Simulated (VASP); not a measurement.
LiSi16 (a cell with a defect): single point with r2SCAN

LiSi16 (a cell with a defect):

```
Si Li
1.0
     0.00000    5.43000    5.43000
     5.43000    0.00000    5.43000
     5.43000    5.43000    0.00000
Si Li
16 1
Direct
  0.00868 0.97435 0.00831
  0.11900 0.12191 0.11868
  0.98478 0.00322 0.50583
  0.11900 0.12191 0.64007
  0.99923 0.49594 0.99892
  0.13252 0.60277 0.13219
  0.99923 0.49594 0.50558
  0.11926 0.62920 0.62560
  0.50617 0.00324 0.98441
  0.64044 0.12189 0.11867
  0.50616 0.00324 0.50584
  0.61653 0.15079 0.61617
  0.50591 0.49592 0.99892
  0.62591 0.62922 0.11893
  0.49265 0.52237 0.49232
  0.62591 0.62922 0.62561
  0.31262 0.06257 0.31223
```

* Program: VASP 6.6.1
* Task: single point
* Functional: r2SCAN
* Potentials or basis: VASP PAW PBE potentials, release 64 (Si, Li_sv)
* Cutoff: 520 eV
* k mesh: 2 × 2 × 2
* Occupations: gaussian, width 0.05 eV
* Spin: no spin polarisation
* Dipole correction: no
* Charge: 1
* Further INCAR settings: LREAL = Auto; ALGO = Normal; EDIFF = 1e-07; NBANDS = 48; NELECT = 66.0

```yaml
Largest_force: 0.022 eV/Å
```

Forces on the atoms (eV/Å):
```
Si   0.005 -0.002  0.002
Si  -0.010 -0.017 -0.009
Si   0.009 -0.009 -0.018
Si   0.017  0.010 -0.009
Si  -0.002 -0.004 -0.003
Si   0.012 -0.010  0.010
Si   0.004  0.003 -0.003
Si   0.003 -0.001 -0.003
Si  -0.015 -0.008  0.009
Si  -0.009  0.010  0.016
Si   0.008  0.017  0.009
Si  -0.001  0.003 -0.003
Si  -0.002  0.003  0.004
Si  -0.002 -0.001  0.001
Si  -0.010  0.010 -0.010
Si   0.002  0.003  0.001
Li  -0.009 -0.006  0.006
```

Levels at points of the mesh, in eV from the Fermi level:
| k point | band 29 | band 30 | band 31 | band 32 | band 33 | band 34 | band 35 | band 36 | band 37 | band 38 |
| --- | --- | --- | --- | --- | --- | --- | --- | --- | --- | --- |
| (0.00, 0.00, 0.00) | -1.52 | -1.36 | -0.28 | -0.24 | -0.24 | 0.24 | 0.59 | 0.59 | 0.69 | 0.69 |
| (0.50, 0.00, 0.00) | -2.48 | -1.11 | -1.11 | -1.08 | -1.02 | 1.05 | 1.27 | 1.43 | 1.48 | 1.57 |
| (0.00, 0.50, 0.00) | -2.38 | -1.11 | -1.11 | -1.00 | -1.00 | 1.23 | 1.23 | 1.33 | 1.71 | 1.71 |
| (0.00, 0.00, 0.50) | -2.48 | -1.11 | -1.11 | -1.08 | -1.02 | 1.05 | 1.27 | 1.43 | 1.48 | 1.57 |
| (0.50, 0.50, 0.50) | -2.48 | -1.11 | -1.11 | -1.08 | -1.02 | 1.05 | 1.27 | 1.43 | 1.48 | 1.57 |
| (0.50, 0.50, 0.00) | -2.16 | -1.74 | -1.72 | -1.65 | -1.59 | 0.90 | 1.09 | 2.24 | 2.32 | 2.47 |
| (0.00, 0.50, 0.50) | -2.16 | -1.74 | -1.72 | -1.65 | -1.59 | 0.90 | 1.09 | 2.24 | 2.32 | 2.47 |
| (0.50, 0.00, 0.50) | -2.16 | -1.74 | -1.72 | -1.65 | -1.59 | 0.90 | 1.09 | 2.24 | 2.32 | 2.47 |

It took 9.4 min on 1 thread of Intel(R) Xeon(R) 6975P-C (Granite Rapids), with other jobs on the host, peak memory 0.57 GiB.

Caveat: the k points lie up to 0.50 Å⁻¹ apart; the cell carries a net charge on a neutralising background, which shifts energy and pressure; the cell is charged against a uniform background, so pressure and absolute levels hang on convention; the PAW data sets were made with another functional, which shifts forces and pressure a little.
